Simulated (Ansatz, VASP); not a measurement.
Sr2C: VASP beside Ansatz

POSCAR

```
Sr2C
1.0
    0.0000000000      3.3601424465      3.3487179622
    3.3601424465      0.0000000000      3.3487179622
    3.3601424465      3.3601424465      0.0000000000
C Sr
1 2
Direct
    0.0000000000      0.0000000000      0.0000000000
    0.2500000000      0.2500000000      0.2500000000
    0.7500000000      0.7500000000      0.7500000000
```

The input INCAR.step1:

```
SYSTEM = Sr2C
PREC = Accurate
ENCUT = 520
EDIFF = 1E-5
ISMEAR = -1
SIGMA = 0.02
LREAL = .False.
LASPH = .True.
NELM = 100
ALGO = Normal
ISIF = 2
LWAVE = .True.
LCHARG = .False.
NBANDS = 19
GGA = PE
```

File INCAR.step2:

```
SYSTEM = Sr2C
PREC = Accurate
ENCUT = 520
EDIFF = 1E-6
ISMEAR = -1
SIGMA = 0.02
LREAL = .False.
LASPH = .True.
NELM = 100
ALGO = Normal
ISIF = 2
LWAVE = .False.
LCHARG = .False.
GGA = PE
LHFCALC = .True.
HFSCREEN = 0.2079
PRECFOCK = Normal
NBANDS = 19
ISTART = 1
```

The input KPOINTS:

```
Automatic mesh
0
Gamma
  4 4 4
  0 0 0
```

Input for Ansatz:

```yaml
crystal:
  lattice:
    - [0.0, 3.3601424465, 3.3487179622]
    - [3.3601424465, 0.0, 3.3487179622]
    - [3.3601424465, 3.3601424465, 0.0]
  atoms:
    - { symbol: C, position: [0.0, 0.0, 0.0] }
    - { symbol: Sr, position: [0.25, 0.25, 0.25] }
    - { symbol: Sr, position: [0.75, 0.75, 0.75] }
kpoints:
  mp_grid: { grid: [4, 4, 4] }
  band_path:
    path:
      - [0.0, 0.0, 0.0]
      - [0.5, 0.0, 0.5]
      - [0.625, 0.25, 0.625]
      - [0.375, 0.375, 0.75]
      - [0.5, 0.5, 0.5]
      - [0.5, 0.25, 0.75]
    npoints: 1
hamiltonian:
  xc: hse06
scf:
  occupations: { method: fermi_dirac, width: 0.02 }
  n_extra_bands: 4
output:
  forces: true
  stress: true
  eigenvalues: true
```

Change from the starting cell: uniaxial_z strain -0.3%.

Alike in both runs: task single point; functional HSE06; k mesh 4 × 4 × 4; occupations fermi-dirac, width 0.02 eV; no spin polarisation.

|  | VASP | Ansatz |
| --- | --- | --- |
| version | VASP 6.6.1 | Ansatz 0.2.0 |
| potentials or method | VASP PAW PBE potentials, release 64 (C, Sr_sv) | plane waves, PAW |
| plane-wave cutoff (eV) | 520 | 420 |
| valence electrons in the cell | 24 | 24 |

Ansatz gave:

```
pressure (GPa)                                                : 0.4
traceless stress, the component that is largest in VASP (GPa) : 0.24
```

Task: Estimate VASP's values.

Result: Pressure (GPa): 0.6; traceless stress, the component that is largest in VASP (GPa): 0.24.

Ansatz's warnings: stress exchange threshold loose, stress scf threshold loose.
